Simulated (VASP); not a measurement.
# Pd3PbC (Pm-3m) in VASP: further runs, part 2 of 2

VASP 6.6.1. Earlier steps stand in the parts before.

### 3 Single point, PBE

This run uses another cell than the first one, of 15.89 Å³/atom.

Input file INCAR:

```
SYSTEM = Pd3PbC
ALGO = Normal
EDIFF = 1E-6
ENCUT = 520
GGA = PE
ISIF = 2
ISMEAR = -1
LASPH = .True.
LCHARG = .False.
LREAL = .False.
LWAVE = .False.
NBANDS = 32
NELM = 80
PREC = Accurate
SIGMA = 0.1
```

Input file KPOINTS:

```
k-points
0
Gamma
  6 6 6
  0 0 0
```

Input file POSCAR:

```
Pd3PbC
1.0
    4.2989450000      0.0000000000      0.0000000000
    0.0000000000      4.2989450000      0.0000000000
    0.0000000000      0.0000000000      4.2989450000
Pd Pb C
3 1 1
Direct
    0.0000000000      0.5000000000      0.5000000000
    0.5000000000      0.5000000000      0.0000000000
    0.5000000000      0.0000000000      0.5000000000
    0.0000000000      0.0000000000      0.0000000000
    0.5000000000      0.5000000000      0.5000000000
```

Potentials or basis: VASP PAW PBE potentials, release 64 (Pd, Pb_d, C).

Run with:

```
cat potpaw_PBE.64/Pd/POTCAR potpaw_PBE.64/Pb_d/POTCAR potpaw_PBE.64/C/POTCAR > POTCAR
mpirun -np 1 vasp_std > vasp.out
```

OUTCAR:

```text
SYSTEM = Pd3PbC
   EDIFF = 1E-6
   ENCUT = 520
   GGA = PE
   ISIF = 2
   ISMEAR = -1
   LASPH = .True.
   LREAL = .False.
   NELM = 80
   PREC = Accurate

 ion  position               nearest neighbor table
   1  0.000  0.500  0.500-   5 2.15   5 2.15   4 3.04   2 3.04   2 3.04   4 3.04   3 3.04   4 3.04
                             4 3.04   2 3.04   3 3.04   3 3.04   2 3.04   3 3.04
   2  0.500  0.500  0.000-   5 2.15   5 2.15   4 3.04   1 3.04   1 3.04   3 3.04   3 3.04   3 3.04
                             4 3.04   3 3.04   1 3.04   4 3.04   1 3.04   4 3.04
   3  0.500  0.000  0.500-   5 2.15   5 2.15   4 3.04   1 3.04   2 3.04   4 3.04   1 3.04   2 3.04
                             2 3.04   2 3.04   1 3.04   4 3.04   4 3.04   1 3.04
   4  0.000  0.000  0.000-   1 3.04   2 3.04   3 3.04   1 3.04   3 3.04   1 3.04   2 3.04   1 3.04
                             2 3.04   3 3.04   3 3.04   2 3.04
   5  0.500  0.500  0.500-   1 2.15   2 2.15   3 2.15   2 2.15   3 2.15   1 2.15

  LATTYP: Found a simple cubic cell.
 ALAT       =     4.2989450000

  Lattice vectors:

 A1 = (   4.2989450000,   0.0000000000,   0.0000000000)
 A2 = (   0.0000000000,   4.2989450000,   0.0000000000)
 A3 = (   0.0000000000,   0.0000000000,   4.2989450000)

Analysis of symmetry for initial positions (statically):
=====================================================================
 Subroutine PRICEL returns:
 Original cell was already a primitive cell.

 Routine SETGRP: Setting up the symmetry group for a
 simple cubic supercell.

 Subroutine GETGRP returns: Found 48 space group operations
 (whereof 48 operations were pure point group operations)
 out of a pool of 48 trial point group operations.

The static configuration has the point symmetry O_h .

Analysis of symmetry for dynamics (positions and initial velocities):
=====================================================================
 Subroutine PRICEL returns:
 Original cell was already a primitive cell.

[... 128 lines left out ...]
     AMIX_MAG =   1.60;   BMIX_MAG =  1.00
  volume/ion in A,a.u.               =      15.89       107.23
  Fermi-wavevector in a.u.,A,eV,Ry     =   1.383970  2.615324 26.060233  1.915373
  Thomas-Fermi vector in A             =   2.508518
   LORBIT       =      0    0 simple, 1 ext, 2 COOP (PROOUT), +10 PAW based schemes
   GGA     = PE    functional components
   LHFCALC =     F    Hartree Fock is set to
   AEXX    =    0.0000 exact exchange contribution
   IVDW    =     0    specifies the selected vdW correction
   LEPSILON=     F    determine dielectric tensor
   LRPA    =     F    only Hartree local field effects (RPA)
 non-spin polarized calculation
  energy-cutoff  :      520.00
  volume of cell :       79.45
 maximum number of plane-waves:      2176
 NGX is ok and might be reduce to    32
   NGX = 15   NGY = 15   NGZ = 15

 number of electron      47.9999989 magnetization

 Free energy of the ion-electron system (eV)
  ---------------------------------------------------
  ext. energy  EPLUGINS =         0.00000000
  ---------------------------------------------------
  free energy    TOTEN  =       -27.51917333 eV

  energy without entropy =      -27.39770915  energy(sigma->0) =      -27.45844124

 E-fermi :   8.9983     XC(G=0): -12.1967

 val. band max:        8.9362404166   @ k =   0.3333   0.1667   0.0000
 cond. band min:       9.0088432718   @ k =   0.5000   0.1667   0.1667
 fundamental gap:      0.0726028551
 Fermi energy:         8.9982552939

 k-point     1 :       0.0000    0.0000    0.0000
  band No.  band energies     occupation
      1      -7.5802      2.00000
      2      -7.5802      2.00000
      3      -7.5582      2.00000
      4      -7.5582      2.00000
      5      -7.5582      2.00000
      6      -3.5881      2.00000
[... 689 lines left out ...]
     31      17.5329      0.00000
     32      17.5841      0.00000

------------------------ aborting loop because EDIFF is reached ----------------------------------------

  FORCE on cell =-STRESS in cart. coord.  units (eV):
  Direction    XX          YY          ZZ          XY          YZ          ZX
  --------------------------------------------------------------------------------------
  -------------------------------------------------------------------------------------
  Total       -0.5150594     -0.5150594     -0.5150594     -0.0000000     -0.0000000     -0.0000000
  in kB      -10.3868116    -10.3868116    -10.3868116     -0.0000000     -0.0000000     -0.0000000
  external PRESSURE =     -10.3868116 kB  Pullay stress =       0.0000000 kB

 VOLUME and BASIS-vectors are now :
 -----------------------------------------------------------------------------
  energy-cutoff  :      520.00
  volume of cell :       79.45
      direct lattice vectors                 reciprocal lattice vectors
     4.298945000  0.000000000  0.000000000     0.232615211  0.000000000  0.000000000
     0.000000000  4.298945000  0.000000000     0.000000000  0.232615211  0.000000000
     0.000000000  0.000000000  4.298945000     0.000000000  0.000000000  0.232615211

 POSITION                                       TOTAL-FORCE (eV/Angst)
 -----------------------------------------------------------------------------------
      0.00000      2.14947      2.14947         0.000000      0.000000      0.000000
      2.14947      2.14947      0.00000         0.000000      0.000000      0.000000
      2.14947      0.00000      2.14947         0.000000      0.000000      0.000000
      0.00000      0.00000      0.00000         0.000000      0.000000      0.000000
      2.14947      2.14947      2.14947         0.000000      0.000000      0.000000
 -----------------------------------------------------------------------------------
    total drift:                                0.000000     -0.000000     -0.000000

  FREE ENERGIE OF THE ION-ELECTRON SYSTEM (eV)
  ---------------------------------------------------
  free  energy   TOTEN  =       -27.5191733321 eV

  energy  without entropy=      -27.3977091541  energy(sigma->0) =      -27.45844124
```

stdout:

```text
POSCAR found type information on POSCAR PdPbC
 POSCAR found :  3 types and       5 ions
 scaLAPACK will be used
 LDA part: xc-table for (Slater+PW92), standard interpolation
 POSCAR, INCAR and KPOINTS ok, starting setup
 FFT: planning ... GRIDC
 FFT: planning ... GRID_SOFT
 FFT: planning ... GRID
 WAVECAR not read
 entering main loop
```

It took 50 s on 1 thread of Intel Xeon 8259CL, shared host; peak memory 0.2 GiB.

Results:

* Free energy: -27.5192 eV
* Pressure: -1.0 GPa
* Band gap on the k mesh: zero (bands 24 and 25 overlap by 1.08 eV)

Levels at points of the mesh, in eV from the Fermi level:
| k point | band 22 | band 23 | band 24 | band 25 | band 26 | band 27 |
| --- | --- | --- | --- | --- | --- | --- |
| (0.00, 0.00, 0.00) | -1.08 | -1.08 | -1.07 | 0.24 | 1.67 | 1.67 |
| (0.50, 0.00, 0.00) | -1.08 | 0.07 | 0.07 | 0.34 | 2.16 | 3.20 |
| (0.50, 0.50, 0.00) | -1.67 | -0.49 | -0.49 | 1.11 | 3.65 | 4.15 |
| (0.50, 0.50, 0.50) | -1.19 | -1.19 | -1.19 | -1.01 | 1.48 | 1.48 |

Caveat: spin-orbit coupling is left out, which moves the levels of the heavy elements.

### 4 Single point, PBE

This run uses another cell than the first one, of 16.21 Å³/atom.

Input file INCAR:

```
SYSTEM = Pd3PbC
  PREC = Accurate
  ENCUT = 520
  EDIFF = 1E-6
  ISMEAR = -1
  SIGMA = 0.1
  LREAL = .False.
  LASPH = .True.
  NELM = 100
  ALGO = Normal
  ISIF = 2
  LWAVE = .False.
  LCHARG = .False.
  GGA = PE
  NBANDS = 32
```

Input file KPOINTS:

```
regular mesh
0
Gamma
  6 6 6
  0 0 0
```

POSCAR, as its differences from that of step 3:

```diff
@@ -2,5 +2,5 @@
 1.0
-    4.2989450000      0.0000000000      0.0000000000
-    0.0000000000      4.2989450000      0.0000000000
-    0.0000000000      0.0000000000      4.2989450000
+    4.3274156641      0.0000000000      0.0000000000
+    0.0000000000      4.3274156641      0.0000000000
+    0.0000000000      0.0000000000      4.3274156641
 Pd Pb C
```

Run with:

```
cat potpaw_PBE.64/Pd/POTCAR potpaw_PBE.64/Pb_d/POTCAR potpaw_PBE.64/C/POTCAR > POTCAR
mpirun -np 1 vasp_std > vasp.out
```

It took 48 s on 1 thread of Intel Xeon 8259CL, shared host; peak memory 0.21 GiB.

It converged, with:

| Quantity | Value |
| --- | --- |
| Free energy | -27.4969 eV |
| Pressure | -3.6 GPa |
| Band gap on the k mesh | zero (bands 24 and 25 overlap by 1.11 eV) |

Levels at points of the mesh, in eV from the Fermi level:
```
           k point  band 22  band 23  band 24  band 25  band 26  band 27
(0.00, 0.00, 0.00)    -1.05    -1.05    -1.03     0.18     1.69     1.69
(0.50, 0.00, 0.00)    -1.05     0.09     0.09     0.31     2.08     3.17
(0.50, 0.50, 0.00)    -1.63    -0.47    -0.47     1.10     3.59     4.09
(0.50, 0.50, 0.50)    -1.15    -1.15    -1.15    -1.02     1.45     1.45
```

Caveat: the cell stands under tension; spin-orbit coupling is left out, which moves the levels of the heavy elements.

### 5 Single point, PBE

This run uses another cell than the first one, of 16.53 Å³/atom.

Input file INCAR:

```
SYSTEM = Pd3PbC
PREC     = Accurate       ! precision mode
ENCUT    = 520            ! plane-wave cutoff, eV
EDIFF    = 1E-6           ! SCF threshold, eV
ISMEAR   = -1             ! smearing method
SIGMA    = 0.1            ! smearing width, eV
LREAL    = .False.        ! projectors in reciprocal space
LASPH    = .True.         ! aspherical terms in the spheres
NELM     = 80             ! most SCF steps
ALGO     = Normal         ! electronic algorithm
ISIF     = 2              ! what is computed and relaxed
LWAVE    = .False.        ! write WAVECAR
LCHARG   = .False.        ! write CHGCAR
GGA      = PE             ! functional
NBANDS   = 32             ! bands
```

KPOINTS is that of step 4.

POSCAR, as its differences from that of step 4:

```diff
@@ -2,5 +2,5 @@
 1.0
-    4.3274156641      0.0000000000      0.0000000000
-    0.0000000000      4.3274156641      0.0000000000
-    0.0000000000      0.0000000000      4.3274156641
+    4.3555165533      0.0000000000      0.0000000000
+    0.0000000000      4.3555165533      0.0000000000
+    0.0000000000      0.0000000000      4.3555165533
 Pd Pb C
```

Potentials or basis: VASP PAW PBE potentials, release 64 (Pd, Pb_d, C).

Run with:

```
cat potpaw_PBE.64/Pd/POTCAR potpaw_PBE.64/Pb_d/POTCAR potpaw_PBE.64/C/POTCAR > POTCAR
mpirun -np 1 vasp_std > vasp.out
```

OUTCAR:

```text
SYSTEM = Pd3PbC
   PREC = Accurate
   ENCUT = 520
   EDIFF = 1E-6
   ISMEAR = -1
   LREAL = .False.
   LASPH = .True.
   NELM = 80
   ISIF = 2
   GGA = PE

 ion  position               nearest neighbor table
   1  0.000  0.500  0.500-   5 2.18   5 2.18   4 3.08   2 3.08   2 3.08   4 3.08   3 3.08   4 3.08
                             4 3.08   2 3.08   3 3.08   3 3.08   2 3.08   3 3.08
   2  0.500  0.500  0.000-   5 2.18   5 2.18   4 3.08   1 3.08   1 3.08   3 3.08   3 3.08   3 3.08
                             4 3.08   3 3.08   1 3.08   4 3.08   1 3.08   4 3.08
   3  0.500  0.000  0.500-   5 2.18   5 2.18   4 3.08   1 3.08   2 3.08   4 3.08   1 3.08   2 3.08
                             2 3.08   2 3.08   1 3.08   4 3.08   4 3.08   1 3.08
   4  0.000  0.000  0.000-   1 3.08   2 3.08   3 3.08   1 3.08   3 3.08   1 3.08   2 3.08   1 3.08
                             2 3.08   3 3.08   3 3.08   2 3.08
   5  0.500  0.500  0.500-   1 2.18   2 2.18   3 2.18   2 2.18   3 2.18   1 2.18

  LATTYP: Found a simple cubic cell.
 ALAT       =     4.3555165533

  Lattice vectors:

 A1 = (   4.3555165533,   0.0000000000,   0.0000000000)
 A2 = (   0.0000000000,   4.3555165533,   0.0000000000)
 A3 = (   0.0000000000,   0.0000000000,   4.3555165533)
[... 178 lines left out ...]
 cond. band min:       8.4565151425   @ k =   0.1667   0.0000   0.0000
 fundamental gap:      0.0713764979
 Fermi energy:         8.3956238241

 k-point     1 :       0.0000    0.0000    0.0000
  band No.  band energies     occupation
      1      -8.0894      2.00000
      2      -8.0894      2.00000
      3      -8.0706      2.00000
      4      -8.0706      2.00000
      5      -8.0706      2.00000
      6      -3.8355      2.00000
[... 689 lines left out ...]
     31      16.6600      0.00000
     32      16.8811      0.00000

------------------------ aborting loop because EDIFF is reached ----------------------------------------

  FORCE on cell =-STRESS in cart. coord.  units (eV):
  Direction    XX          YY          ZZ          XY          YZ          ZX
  --------------------------------------------------------------------------------------
  -------------------------------------------------------------------------------------
  Total       -2.9848405     -2.9848405     -2.9848405     -0.0000000     -0.0000000      0.0000000
  in kB      -57.8778918    -57.8778918    -57.8778918     -0.0000000     -0.0000000      0.0000000
  external PRESSURE =     -57.8778918 kB  Pullay stress =       0.0000000 kB

 VOLUME and BASIS-vectors are now :
 -----------------------------------------------------------------------------
  energy-cutoff  :      520.00
  volume of cell :       82.63
      direct lattice vectors                 reciprocal lattice vectors
     4.355516553  0.000000000  0.000000000     0.229593893  0.000000000  0.000000000
     0.000000000  4.355516553  0.000000000     0.000000000  0.229593893  0.000000000
     0.000000000  0.000000000  4.355516553     0.000000000  0.000000000  0.229593893

 POSITION                                       TOTAL-FORCE (eV/Angst)
 -----------------------------------------------------------------------------------
      0.00000      2.17776      2.17776         0.000000      0.000000      0.000000
      2.17776      2.17776      0.00000         0.000000      0.000000      0.000000
      2.17776      0.00000      2.17776         0.000000      0.000000      0.000000
      0.00000      0.00000      0.00000         0.000000      0.000000      0.000000
      2.17776      2.17776      2.17776         0.000000      0.000000      0.000000
 -----------------------------------------------------------------------------------
    total drift:                                0.000000     -0.000000     -0.000000

  FREE ENERGIE OF THE ION-ELECTRON SYSTEM (eV)
  ---------------------------------------------------
  free  energy   TOTEN  =       -27.4511866513 eV

  energy  without entropy=      -27.3240245964  energy(sigma->0) =      -27.38760562
```

stdout:

```text
POSCAR found type information on POSCAR PdPbC
 POSCAR found :  3 types and       5 ions
 scaLAPACK will be used
 LDA part: xc-table for (Slater+PW92), standard interpolation
 POSCAR, INCAR and KPOINTS ok, starting setup
 FFT: planning ... GRIDC
 FFT: planning ... GRID_SOFT
 FFT: planning ... GRID
 WAVECAR not read
 entering main loop
```

It took 58 s on 1 thread of Intel Xeon 8259CL, shared host; peak memory 0.2 GiB.

What came out:

```yaml
Free_energy: -27.4512 eV
Pressure: -5.8 GPa
Band_gap_on_the_k_mesh: zero (bands 24 and 25 overlap by 1.14 eV)
```

Caveat: the cell stands under tension; spin-orbit coupling is left out, which moves the levels of the heavy elements.

### 6 Single point, PBE

This run uses another cell than the first one, of 16.84 Å³/atom.

Input file INCAR:

```
SYSTEM = Pd3PbC
ALGO = Normal
EDIFF = 1E-6
ENCUT = 520
GGA = PE
ISIF = 2
ISMEAR = -1
LASPH = .TRUE.
LCHARG = .TRUE.
LELF = .TRUE.
LREAL = .FALSE.
LVHAR = .TRUE.
LWAVE = .FALSE.
NBANDS = 32
NELM = 100
PREC = Accurate
SIGMA = 0.1
```

Input file KPOINTS:

```
k-points
0
G
  6 6 6
  0 0 0
```

POSCAR, as its differences from that of step 5:

```diff
@@ -2,5 +2,5 @@
 1.0
-    4.3555165533      0.0000000000      0.0000000000
-    0.0000000000      4.3555165533      0.0000000000
-    0.0000000000      0.0000000000      4.3555165533
+    4.3832594449      0.0000000000      0.0000000000
+    0.0000000000      4.3832594449      0.0000000000
+    0.0000000000      0.0000000000      4.3832594449
 Pd Pb C
```

Potentials or basis: VASP PAW PBE potentials, release 64 (Pd, Pb_d, C).

Run with:

```
cat potpaw_PBE.64/Pd/POTCAR potpaw_PBE.64/Pb_d/POTCAR potpaw_PBE.64/C/POTCAR > POTCAR
mpirun -np 1 vasp_std > vasp.out
```

It took 60 s on 1 thread of Intel Xeon 8259CL, shared host; peak memory 0.23 GiB.

Results (log left out):

```
Free energy            : -27.3847 eV
Pressure               : -7.7 GPa
Band gap on the k mesh : zero (bands 24 and 25 overlap by 1.17 eV)
```

Levels at points of the mesh, in eV from the Fermi level:
| k point | band 20 | band 21 | band 22 | band 23 | band 24 | band 25 | band 26 | band 27 | band 28 | band 29 |
| --- | --- | --- | --- | --- | --- | --- | --- | --- | --- | --- |
| (0.00, 0.00, 0.00) | -1.97 | -1.00 | -1.00 | -1.00 | -0.97 | 0.05 | 1.74 | 1.74 | 1.74 | 5.13 |
| (0.50, 0.00, 0.00) | -2.06 | -1.59 | -1.00 | 0.12 | 0.12 | 0.25 | 1.94 | 3.11 | 3.11 | 5.65 |
| (0.50, 0.50, 0.00) | -1.86 | -1.72 | -1.55 | -0.44 | -0.44 | 1.09 | 3.47 | 3.96 | 3.96 | 4.31 |
| (0.50, 0.50, 0.50) | -1.70 | -1.70 | -1.09 | -1.09 | -1.09 | -1.05 | 1.39 | 1.39 | 1.39 | 8.14 |

Caveat: the cell stands under tension; spin-orbit coupling is left out, which moves the levels of the heavy elements.

### 7 The runs side by side

```tsv
cell	gap on the mesh (eV)	pressure (GPa)
a = 4.270 Å, 5 atoms	none	1.8
a = 4.299 Å, 5 atoms	none	-1.0
a = 4.327 Å, 5 atoms	none	-3.6
a = 4.356 Å, 5 atoms	none	-5.8
a = 4.383 Å, 5 atoms	none	-7.7
```

Alike in all rows: task single point; level PBE; potentials or basis VASP PAW PBE potentials, release 64 (Pd, Pb_d, C); no spin polarisation; k mesh 6 × 6 × 6; cutoff (eV) 520; smearing fermi-dirac 0.1 eV.

Caveats: spin-orbit coupling is left out, which moves the levels of the heavy elements; the cell stands under tension (at least some runs).

Total energies depend on the potentials used, so only differences within one code and one set of settings carry meaning.
